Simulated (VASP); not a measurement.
# Ag in VASP: notebook, part 3 of 3

VASP 6.6.1.

### 5 Single point, PBE (equal xy, yz and zx shear strains of -1 %)

INCAR reads:

```
SYSTEM = Ag
PREC = Accurate ; ENCUT = 520
EDIFF = 1E-6 ; ISMEAR = -1
SIGMA = 0.05 ; LREAL = .FALSE.
LASPH = .TRUE. ; NELM = 80
ALGO = Normal ; ISIF = 2
LWAVE = .FALSE. ; LCHARG = .FALSE.
GGA = PE ; NBANDS = 12
```

KPOINTS reads:

```
Automatic mesh
0
G
  15 15 15
  0 0 0
```

POSCAR reads:

```
Ag
1.0
   -0.0204310000      2.0328845000      2.0328845000
    2.0328845000     -0.0204310000      2.0328845000
    2.0328845000      2.0328845000     -0.0204310000
Ag
1
Direct
    0.0000000000      0.0000000000      0.0000000000
```

Potentials or basis: VASP PAW PBE potentials, release 64 (Ag).

Started as:

```
cat potpaw_PBE.64/Ag/POTCAR > POTCAR
mpirun -np 1 vasp_std > vasp.out
```

OUTCAR:

```text
SYSTEM = Ag
   PREC = Accurate
   ENCUT = 520
   EDIFF = 1E-6
   ISMEAR = -1
   LREAL = .FALSE.
   LASPH = .TRUE.
   NELM = 80
   ISIF = 2
   GGA = PE

 ion  position               nearest neighbor table
   1  0.000  0.000  0.000-

  LATTYP: Found a trigonal (rhomboedric) cell.
 ALAT       =     2.8750054272
 COS(alpha) =     0.4899250057

  Lattice vectors:

 A1 = (  -0.0204310000,   2.0328845000,   2.0328845000)
 A2 = (   2.0328845000,  -0.0204310000,   2.0328845000)
 A3 = (   2.0328845000,   2.0328845000,  -0.0204310000)

Analysis of symmetry for initial positions (statically):
=====================================================================
 Subroutine PRICEL returns:
 Original cell was already a primitive cell.

 Routine SETGRP: Setting up the symmetry group for a
 trigonal (rhombohedral) supercell.

 Subroutine GETGRP returns: Found 12 space group operations
 (whereof 12 operations were pure point group operations)
 out of a pool of 12 trial point group operations.

The static configuration has the point symmetry D_3d.

Analysis of symmetry for dynamics (positions and initial velocities):
=====================================================================
 Subroutine PRICEL returns:
 Original cell was already a primitive cell.

 Routine SETGRP: Setting up the symmetry group for a
 trigonal (rhombohedral) supercell.

 Subroutine GETGRP returns: Found 12 space group operations
 (whereof 12 operations were pure point group operations)
 out of a pool of 12 trial point group operations.

The dynamic configuration has the point symmetry D_3d.

 Subroutine INISYM returns: Found 12 space group operations
 (whereof 12 operations are pure point group operations),
 and found     1 'primitive' translations

----------------------------------------------------------------------------------------

[... 110 lines left out ...]
     AMIX_MAG =   1.60;   BMIX_MAG =  1.00
  volume/ion in A,a.u.               =      17.06       115.10
  Fermi-wavevector in a.u.,A,eV,Ry     =   1.414437  2.672899 27.220258  2.000633
  Thomas-Fermi vector in A             =   2.535979
   LORBIT       =      0    0 simple, 1 ext, 2 COOP (PROOUT), +10 PAW based schemes
   GGA     = PE    functional components
   LHFCALC =     F    Hartree Fock is set to
   AEXX    =    0.0000 exact exchange contribution
   IVDW    =     0    specifies the selected vdW correction
   LEPSILON=     F    determine dielectric tensor
   LRPA    =     F    only Hartree local field effects (RPA)
 non-spin polarized calculation
  energy-cutoff  :      520.00
  volume of cell :       17.06
 maximum number of plane-waves:       483
 NGX is ok and might be reduce to    24
   NGX = 11   NGY = 11   NGZ = 11

 number of electron      10.9999999 magnetization

 Free energy of the ion-electron system (eV)
  ---------------------------------------------------
  ext. energy  EPLUGINS =         0.00000000
  ---------------------------------------------------
  free energy    TOTEN  =        -2.70454632 eV

  energy without entropy =       -2.70132361  energy(sigma->0) =       -2.70293497

 E-fermi :   8.5636     XC(G=0): -12.2086

 val. band max:        8.5486369174   @ k =  -0.4000   0.1333  -0.0000
 cond. band min:       8.5971218378   @ k =  -0.2667  -0.2667   0.2000
 fundamental gap:      0.0484849204
 Fermi energy:         8.5636221090

 k-point     1 :       0.0000    0.0000    0.0000
  band No.  band energies     occupation
      1       0.6600      2.00000
      2       3.5819      2.00000
      3       3.5819      2.00000
      4       3.6800      2.00000
      5       4.6511      2.00000
      6       4.6511      2.00000
      7      24.4397      0.00000
      8      27.8567      0.00000
      9      27.8567      0.00000
     10      28.3819      0.00000
     11      32.8094      0.00000
     12      33.8174      0.00000
[... 331 lines left out ...]
 k-point    24 :       0.2000    0.1333    0.0000
  band No.  band energies     occupation
      1       1.7920      2.00000
      2       3.2222      2.00000
      3       3.9412      2.00000
      4       4.0416      2.00000
      5       4.4050      2.00000
      6       4.8413      2.00000
      7      23.3904      0.00000
      8      25.1272      0.00000
      9      25.7451      0.00000
     10      26.8920      0.00000
     11      30.5908      0.00000
     12      33.6213      0.00000

 [... further k-points ...]
[... 5 lines left out ...]
  --------------------------------------------------------------------------------------
  -------------------------------------------------------------------------------------
  Total        0.4724066      0.4724066      0.4724066      0.0297341      0.0297341      0.0297341
  in kB       44.3772512     44.3772512     44.3772512      2.7931796      2.7931796      2.7931796
  external PRESSURE =      44.3772512 kB  Pullay stress =       0.0000000 kB

 VOLUME and BASIS-vectors are now :
 -----------------------------------------------------------------------------
  energy-cutoff  :      520.00
  volume of cell :       17.06
      direct lattice vectors                 reciprocal lattice vectors
    -0.020431000  2.032884500  2.032884500    -0.242278767  0.244738450  0.244738450
     2.032884500 -0.020431000  2.032884500     0.244738450 -0.242278767  0.244738450
     2.032884500  2.032884500 -0.020431000     0.244738450  0.244738450 -0.242278767

 POSITION                                       TOTAL-FORCE (eV/Angst)
 -----------------------------------------------------------------------------------
      0.00000      0.00000      0.00000         0.000000     -0.000000      0.000000
 -----------------------------------------------------------------------------------
    total drift:                                0.000000      0.000000     -0.000000

  FREE ENERGIE OF THE ION-ELECTRON SYSTEM (eV)
  ---------------------------------------------------
  free  energy   TOTEN  =        -2.7045463185 eV

  energy  without entropy=       -2.7013236139  energy(sigma->0) =       -2.70293497
```

stdout:

```text
POSCAR found type information on POSCAR Ag
 POSCAR found :  1 types and       1 ions
 scaLAPACK will be used
 LDA part: xc-table for (Slater+PW92), standard interpolation
 POSCAR, INCAR and KPOINTS ok, starting setup
 FFT: planning ... GRIDC
 FFT: planning ... GRID_SOFT
 FFT: planning ... GRID
 WAVECAR not read
 entering main loop
```

Run time: 17 s. Hardware: 1 thread of Intel Xeon 6975P-C (Granite Rapids), shared host; peak memory 0.19 GiB.

Results:

```yaml
Free_energy: -2.7045 eV
Pressure: 4.4 GPa
```

Stress tensor (GPa, compression positive):
```
4.44 0.28 0.28
0.28 4.44 0.28
0.28 0.28 4.44
```

Caveat: the cell differs from its parent crystal (equal xy, yz and zx shear strains of -1 %).

### 6 Single point, PBE (equal xy, yz and zx shear strains of +2 %)

INCAR reads:

```
PREC = Accurate
ENCUT = 520
EDIFF = 1E-7
ISMEAR = -1
SIGMA = 0.05
LREAL = False
LASPH = True
NELM = 100
ALGO = Normal
ISIF = 2
LWAVE = False
LCHARG = True
GGA = PE
LELF = True
LVHAR = True
NBANDS = 12
```

KPOINTS reads:

```
regular mesh
0
Gamma
  15 15 15
```

POSCAR reads:

```
Ag
1.0
    0.0408620000      2.0635310000      2.0635310000
    2.0635310000      0.0408620000      2.0635310000
    2.0635310000      2.0635310000      0.0408620000
Ag
1
Direct
    0.0000000000      0.0000000000      0.0000000000
```

Potentials or basis: VASP PAW PBE potentials, release 64 (Ag).

Started as:

```
cat potpaw_PBE.64/Ag/POTCAR > POTCAR
mpirun -np 1 vasp_std > vasp.out
```

It took 20 s on 1 thread of Intel Xeon 6975P-C (Granite Rapids), shared host; peak memory 0.19 GiB.

It converged, with:

| Property | Result |
| --- | --- |
| Free energy | -2.7029 eV |
| Pressure | 4.6 GPa |

Stress tensor (GPa, compression positive):
```
 4.56 -0.74 -0.74
-0.74  4.56 -0.74
-0.74 -0.74  4.56
```

Levels at points of the mesh, in eV from the Fermi level:
| k point | band 4 | band 5 | band 6 | band 7 | band 8 | band 9 |
| --- | --- | --- | --- | --- | --- | --- |
| (0.00, 0.00, 0.00) | -4.87 | -3.88 | -3.88 | 15.86 | 18.87 | 19.84 |

Caveat: the cell differs from its parent crystal (equal xy, yz and zx shear strains of +2 %).

### 7 Overview

| cell | gap on the mesh (eV) | pressure (GPa) |
| --- | --- | --- |
| a = 2.889 Å, angles 60.0°, 1 atom | none | 4.4 |
| a = 2.927 Å, angles 60.0°, 1 atom | none | 0.3 |
| a = 2.847 Å, angles 62.0°, 1 atom | none | 4.8 |
| a = 2.875 Å, angles 60.7°, 1 atom | none | 4.4 |
| a = 2.919 Å, angles 58.7°, 1 atom | none | 4.6 |

Alike in all rows: task single point; level PBE; potentials or basis VASP PAW PBE potentials, release 64 (Ag); no spin polarisation; k mesh 15 × 15 × 15; cutoff (eV) 520; smearing fermi-dirac 0.05 eV.

Absolute energies hang on the potentials; compare differences alone.
